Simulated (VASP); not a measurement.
**CaYTa3Si3O16: single point with PBE**

Crystal: CaYTa3Si3O16.

```xyz
24
Lattice="-4.9324 4.4032 -0.0391 -5.2280 -0.3347 5.1201 0.6750 5.0390 5.4604" Properties=species:S:1:pos:R:3 pbc="T T T"
O    -9.4148    5.3230    6.6502
O    -5.2589    3.3259    6.0597
O    -5.2695    5.7928    3.8001
O    -8.7011    7.2752    8.0581
O    -3.6869    3.5805    3.9072
O    -5.0854    5.1936    9.9572
O    -5.4023    8.6662    7.3511
O    -3.8637    5.4668    7.2777
O    -7.1950    2.6251    3.9925
O    -3.0509    0.9213    3.8389
O    -3.8130    3.2703    0.8224
O    -6.1205    5.8614    6.0762
O    -1.6880    1.8634    1.4400
O    -2.5455    3.6830    6.0198
O    -2.8039    6.0297    4.9887
O    -1.1236    3.5230    3.2963
Si    0.5742    5.0456    6.3088
Si   -7.2400    6.9566   10.7944
Si   -0.1306    2.5649    2.2612
Ca   -2.2989    5.3576    2.7651
Y    -4.4181    6.9956    8.8156
Ta   -8.0887    3.6126    2.4063
Ta   -6.9469    6.7553    4.5350
Ta   -4.3921    4.8716    5.3740
```

```json
{
  "Program": "VASP 6.6.1",
  "Task": "single point",
  "Functional": "PBE",
  "Potentials or basis": "VASP PAW PBE potentials, release 64 (O, Si, Ca_sv, Y_sv, Ta_pv)",
  "Cutoff": "520 eV",
  "k mesh": "2 × 2 × 2, shifted",
  "Occupations": "gaussian, width 0.1 eV",
  "Spin": "no spin polarisation",
  "Dipole correction": "no",
  "Further INCAR settings": "LREAL = Auto; ALGO = Normal; EDIFF = 1e-06; NBANDS = 99; ISYM = 0"
}
```

```yaml
Pressure: 0.6 GPa
Largest_force: 0.149 eV/Å
Band_gap_on_the_k_mesh: 3.40 eV (least direct gap 3.42 eV)
```

Forces on the atoms (eV/Å):
```
O   -0.023  0.006 -0.021
O   -0.047 -0.084  0.033
O    0.011 -0.001 -0.059
O   -0.093 -0.077  0.015
O   -0.029 -0.029 -0.031
O   -0.023  0.034 -0.075
O    0.037 -0.008 -0.007
O   -0.054  0.081  0.013
O    0.028 -0.008  0.011
O   -0.064 -0.082 -0.036
O   -0.006  0.017 -0.005
O    0.014 -0.030  0.095
O    0.037 -0.019  0.025
O   -0.009  0.006 -0.019
O    0.028  0.019 -0.004
O    0.042  0.061 -0.062
Si   0.016 -0.051  0.082
Si  -0.010  0.011 -0.016
Si   0.024 -0.013  0.010
Ca   0.045  0.010 -0.004
Y   -0.008  0.027 -0.009
Ta   0.119  0.057  0.069
Ta  -0.060  0.044  0.041
Ta   0.024  0.030 -0.046
```

Stress tensor (GPa, compression positive):
```
 0.54  0.10  0.03
 0.10  0.56 -0.11
 0.03 -0.11  0.61
```

Levels at points of the mesh, in eV from the valence-band top:
```csv
k point,band 79,band 80,band 81,band 82,band 83,band 84
"(0.25, 0.25, 0.25)",-0.45,-0.20,-0.01,3.41,3.66,3.99
```

It took 2.7 min on 1 thread of Intel(R) Xeon(R) 6975P-C (Granite Rapids), on a shared host, peak memory 0.44 GiB.

Caveat: the k points lie up to 0.56 Å⁻¹ apart; spin-orbit coupling is left out, which moves the levels of the heavy elements; a shifted mesh leaves out Γ, where band edges can lie. A k mesh can miss the band edges.
